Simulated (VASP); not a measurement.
# FeO (C2/m) in VASP: further runs, part 2 of 2

VASP 6.6.1.

### Step 3. Single point, PBEsol, collinear spin, ferromagnetic start (11.42 Å³/atom)

This run uses another cell than the first one, of 11.42 Å³/atom.

Contents of INCAR:

```
SYSTEM = FeO
PREC     = Accurate       ! precision mode
ENCUT    = 520            ! plane-wave cutoff, eV
EDIFF    = 1E-7           ! SCF threshold, eV
ISMEAR   = -1             ! smearing method
SIGMA    = 0.05           ! smearing width, eV
LREAL    = .FALSE.        ! projectors in reciprocal space
LASPH    = .TRUE.         ! aspherical terms in the spheres
NELM     = 150            ! most SCF steps
ALGO     = Normal         ! electronic algorithm
ISIF     = 2              ! what is computed and relaxed
LWAVE    = .FALSE.        ! write WAVECAR
LCHARG   = .FALSE.        ! write CHGCAR
ISPIN    = 2              ! spin polarisation
MAGMOM   = 3 3 0 0        ! initial moments
LORBIT   = 11             ! projections on sites
LMAXMIX  = 4              ! l up to which the mixer works
GGA      = PS             ! functional
NBANDS   = 26             ! bands
```

Contents of KPOINTS:

```
regular mesh
0
G
  10 10 5
  0 0 0
```

Contents of POSCAR:

```
FeO
1.0
    2.7349706896     -1.5543283749      0.0000000000
    2.7349706896      1.5543283749      0.0000000000
   -0.2389065000      0.0000000000      5.3727977675
Fe O
2 2
Direct
    0.0000000000      0.0000000000      0.5000000000
    0.0000000000      0.0000000000      0.0000000000
    0.3354670000      0.3354670000      0.7442990000
    0.6645330000      0.6645330000      0.2557010000
```

Potentials or basis: VASP PAW PBE potentials, release 64 (Fe, O).

Run with:

```console
cat potpaw_PBE.64/Fe/POTCAR potpaw_PBE.64/O/POTCAR > POTCAR
mpirun -np 1 vasp_std > vasp.out
```

It took 13 min on 1 thread of AMD EPYC 7R13, shared host; peak memory 0.32 GiB.

The run converged. Its results:

```yaml
Free_energy: -31.0325 eV
Pressure: -23.4 GPa
Largest_force: 0.142 eV/Å
Band_gap_on_the_k_mesh: zero (filled and empty bands overlap)
Net_moment: 8.00 μB per cell
Site_moments: Fe +3.61, +3.57; O +0.31 μB
Valence_electrons_inside_the_program's_atomic_spheres: Fe 6.62, 6.60; O 4.89
```

Forces on the atoms (eV/Å):
```
Fe   0.000  0.000  0.000
Fe   0.000  0.000  0.000
O    0.022  0.000  0.140
O   -0.022  0.000 -0.140
```

Stress tensor (GPa, compression positive):
```
-23.94   0.00   0.00
  0.00 -23.74   0.00
  0.00   0.00 -22.41
```

Levels at points of the mesh, in eV from the Fermi level:
Spin up:
```tsv
k point	band 15	band 16	band 17	band 18	band 19	band 20	band 21	band 22
(0.00, 0.00, 0.00)	-2.80	-1.82	-0.67	-0.58	-0.43	4.11	6.95	12.46
(0.50, 0.00, 0.00)	-2.34	-2.24	-0.72	-0.56	4.38	6.04	6.70	8.02
(0.50, 0.50, 0.00)	-2.41	-2.22	-0.78	-0.53	4.46	6.02	6.66	7.69
```
Spin down:
```tsv
k point	band 8	band 9	band 10	band 11	band 12	band 13
(0.00, 0.00, 0.00)	-2.53	-1.58	-0.31	-0.24	-0.19	-0.06
(0.50, 0.00, 0.00)	-3.52	-1.51	-0.10	0.46	0.58	0.80
(0.50, 0.50, 0.00)	-3.45	-1.52	-0.10	0.50	0.57	0.80
```

Caveat: the cell stands under tension; the PAW data sets were made with another functional, which shifts forces and pressure a little; semilocal functionals often make such compounds metallic where correlation or magnetic order opens a gap, which also shifts bond lengths; the run started ferromagnetic, and an antiferromagnetic order may lie lower in energy.

### Step 4. Single point, PBEsol, collinear spin, ferromagnetic start (10.13 Å³/atom)

This run uses another cell than the first one, of 10.13 Å³/atom.

Contents of INCAR:

```
SYSTEM = FeO
PREC = Accurate ; ENCUT = 520
EDIFF = 1E-7 ; ISMEAR = -1
SIGMA = 0.05 ; LREAL = .False.
LASPH = .True. ; NELM = 150
ALGO = Normal ; ISIF = 2
LWAVE = .False. ; LCHARG = .False.
ISPIN = 2 ; MAGMOM = 3 3 0 0
LORBIT = 11 ; LMAXMIX = 4
GGA = PS ; NBANDS = 26
```

Contents of KPOINTS:

```
regular mesh
0
Gamma
  10 10 5
  0 0 0
```

Contents of POSCAR:

```
FeO
1.0
    2.6276045537     -1.4933104517      0.0000000000
    2.6276045537      1.4933104517      0.0000000000
   -0.2295278007      0.0000000000      5.1618790410
Fe O
2 2
Direct
    0.0000000000      0.0000000000      0.5000000000
    0.0000000000      0.0000000000      0.0000000000
    0.3354670000      0.3354670000      0.7442990000
    0.6645330000      0.6645330000      0.2557010000
```

Run with:

```console
cat potpaw_PBE.64/Fe/POTCAR potpaw_PBE.64/O/POTCAR > POTCAR
mpirun -np 1 vasp_std > vasp.out
```

Wall time 5.9 min (1 thread of Intel Xeon 8259CL, shared host); peak memory 0.33 GiB.

Results (log left out):

```yaml
Free_energy: -31.5637 eV
Pressure: -8.0 GPa
Largest_force: 0.230 eV/Å
Band_gap_on_the_k_mesh: zero (filled and empty bands overlap)
Net_moment: 8.00 μB per cell
Site_moments: Fe +3.59, +3.55; O +0.33 μB
Valence_electrons_inside_the_program's_atomic_spheres: Fe 6.81, 6.78; O 4.95
```

Forces in eV/Å, atoms in the order of the input:
```
Fe   0.000  0.000  0.000
Fe   0.000  0.000  0.000
O   -0.028  0.000  0.228
O    0.028  0.000 -0.228
```

Stress tensor (GPa, compression positive):
```
-10.85   0.00   1.17
  0.00  -9.87   0.00
  1.17   0.00  -3.31
```

Levels at points of the mesh, in eV from the Fermi level:
Spin up:
| k point | band 14 | band 15 | band 16 | band 17 | band 18 | band 19 | band 20 | band 21 | band 22 | band 23 |
| --- | --- | --- | --- | --- | --- | --- | --- | --- | --- | --- |
| (0.00, 0.00, 0.00) | -2.64 | -2.62 | -1.53 | -0.33 | -0.24 | 0.21 | 4.55 | 8.01 | 13.37 | 13.81 |
| (0.50, 0.00, 0.00) | -2.57 | -2.10 | -1.98 | -0.34 | -0.18 | 4.83 | 7.12 | 7.75 | 8.69 | 9.89 |
| (0.50, 0.50, 0.00) | -2.57 | -2.19 | -1.96 | -0.39 | -0.17 | 4.93 | 7.13 | 7.68 | 8.35 | 10.00 |
Spin down:
| k point | band 7 | band 8 | band 9 | band 10 | band 11 | band 12 | band 13 | band 14 |
| --- | --- | --- | --- | --- | --- | --- | --- | --- |
| (0.00, 0.00, 0.00) | -2.85 | -2.83 | -1.87 | -0.38 | -0.31 | -0.22 | -0.08 | 0.90 |
| (0.50, 0.00, 0.00) | -4.85 | -3.96 | -1.82 | -0.13 | 0.59 | 0.74 | 0.99 | 1.06 |
| (0.50, 0.50, 0.00) | -4.80 | -3.87 | -1.83 | -0.13 | 0.65 | 0.72 | 0.99 | 1.05 |

Caveat: the stress differs along the axes, from -11 to -3 GPa; the PAW data sets were made with another functional, which shifts forces and pressure a little; semilocal functionals often make such compounds metallic where correlation or magnetic order opens a gap, which also shifts bond lengths; the run started ferromagnetic, and an antiferromagnetic order may lie lower in energy. With open d or f shells a metallic result of PBEsol can be an artefact of self-interaction; +U or a hybrid may open a gap.

### Step 5. Single point, PBEsol, collinear spin, ferromagnetic start (10.34 Å³/atom)

This run uses another cell than the first one, of 10.34 Å³/atom.

Contents of INCAR:

```
SYSTEM = FeO
ALGO = Normal
EDIFF = 1E-6
ENCUT = 520
GGA = PS
ISIF = 2
ISMEAR = -1
ISPIN = 2
LASPH = .True.
LCHARG = .False.
LMAXMIX = 4
LORBIT = 11
LREAL = .False.
LWAVE = .False.
MAGMOM = 3 3 0 0
NBANDS = 26
NELM = 150
PREC = Accurate
SIGMA = 0.05
```

Contents of KPOINTS:

```
k-points
0
Gamma
  10 10 5
  0 0 0
```

Contents of POSCAR:

```
FeO
1.0
    2.6461094209     -1.5038270690      0.0000000000
    2.6461094209      1.5038270690      0.0000000000
   -0.2311442469      0.0000000000      5.1982314995
Fe O
2 2
Direct
    0.0000000000      0.0000000000      0.5000000000
    0.0000000000      0.0000000000      0.0000000000
    0.3354670000      0.3354670000      0.7442990000
    0.6645330000      0.6645330000      0.2557010000
```

Run with:

```console
cat potpaw_PBE.64/Fe/POTCAR potpaw_PBE.64/O/POTCAR > POTCAR
mpirun -np 1 vasp_std > vasp.out
```

Wall time 5.1 min (1 thread of Intel Xeon 8259CL, shared host); peak memory 0.34 GiB.

It converged, with:

| Quantity | Value |
| --- | --- |
| Free energy | -31.5122 eV |
| Pressure | -11.4 GPa |
| Largest force | 0.212 eV/Å |
| Band gap on the k mesh | zero (filled and empty bands overlap) |
| Net moment | 8.00 μB per cell |
| Site moments | Fe +3.59, +3.56; O +0.33 μB |
| Valence electrons inside the program's atomic spheres | Fe 6.77, 6.74; O 4.94 |

Forces in eV/Å, atoms in the order of the input:
```
Fe   0.000  0.000  0.000
Fe   0.000  0.000  0.000
O   -0.018  0.000  0.211
O    0.018  0.000 -0.211
```

Stress tensor (GPa, compression positive):
```
-13.79   0.00   0.93
  0.00 -12.97   0.00
  0.93   0.00  -7.51
```

Levels at points of the mesh, in eV from the Fermi level:
Spin up:
| k point | band 14 | band 15 | band 16 | band 17 | band 18 | band 19 | band 20 | band 21 | band 22 | band 23 |
| --- | --- | --- | --- | --- | --- | --- | --- | --- | --- | --- |
| (0.00, 0.00, 0.00) | -2.68 | -2.65 | -1.58 | -0.39 | -0.30 | 0.09 | 4.47 | 7.81 | 13.20 | 13.64 |
| (0.50, 0.00, 0.00) | -2.60 | -2.15 | -2.03 | -0.41 | -0.26 | 4.74 | 6.92 | 7.55 | 8.57 | 9.71 |
| (0.50, 0.50, 0.00) | -2.60 | -2.24 | -2.01 | -0.47 | -0.24 | 4.84 | 6.93 | 7.49 | 8.23 | 9.83 |
Spin down:
```
           k point  band 8  band 9  band 10  band 11  band 12  band 13
(0.00, 0.00, 0.00)   -2.78   -1.82    -0.37    -0.30    -0.21    -0.08
(0.50, 0.00, 0.00)   -3.88   -1.76    -0.13     0.57     0.71     0.95
(0.50, 0.50, 0.00)   -3.80   -1.77    -0.13     0.63     0.69     0.95
```

Caveat: the stress differs along the axes, from -14 to -8 GPa; the PAW data sets were made with another functional, which shifts forces and pressure a little; semilocal functionals often make such compounds metallic where correlation or magnetic order opens a gap, which also shifts bond lengths; the run started ferromagnetic, and an antiferromagnetic order may lie lower in energy.

### Step 6. Summary

```csv
cell,gap on the mesh (eV),pressure (GPa),moment (μB),largest force (eV/Å)
"a = 3.126, b = 3.126, c = 5.344 Å, angles 92.2, 92.2, 59.2°, 4 atoms",none,-21.5,8.00,0.15
"a = 3.146, b = 3.146, c = 5.378 Å, angles 92.2, 92.2, 59.2°, 4 atoms",none,-23.4,8.00,0.14
"a = 3.022, b = 3.022, c = 5.167 Å, angles 92.2, 92.2, 59.2°, 4 atoms",none,-8.0,8.00,0.23
"a = 3.044, b = 3.044, c = 5.203 Å, angles 92.2, 92.2, 59.2°, 4 atoms",none,-11.4,8.00,0.21
```

Alike in all rows: task single point; level PBEsol; potentials or basis VASP PAW PBE potentials, release 64 (Fe, O); spin collinear, ferromagnetic start; k mesh 10 × 10 × 5; cutoff (eV) 520; smearing fermi-dirac 0.05 eV.

Caveats: the PAW data sets were made with another functional, which shifts forces and pressure a little; semilocal functionals often make such compounds metallic where correlation or magnetic order opens a gap, which also shifts bond lengths; the run started ferromagnetic, and an antiferromagnetic order may lie lower in energy; the cell stands under tension (at least some runs); the stress differs along the axes, from -11 to -3 GPa (at least some runs); the stress differs along the axes, from -14 to -8 GPa (at least some runs).

Total energies depend on the potentials used, so only differences within one code and one set of settings carry meaning.
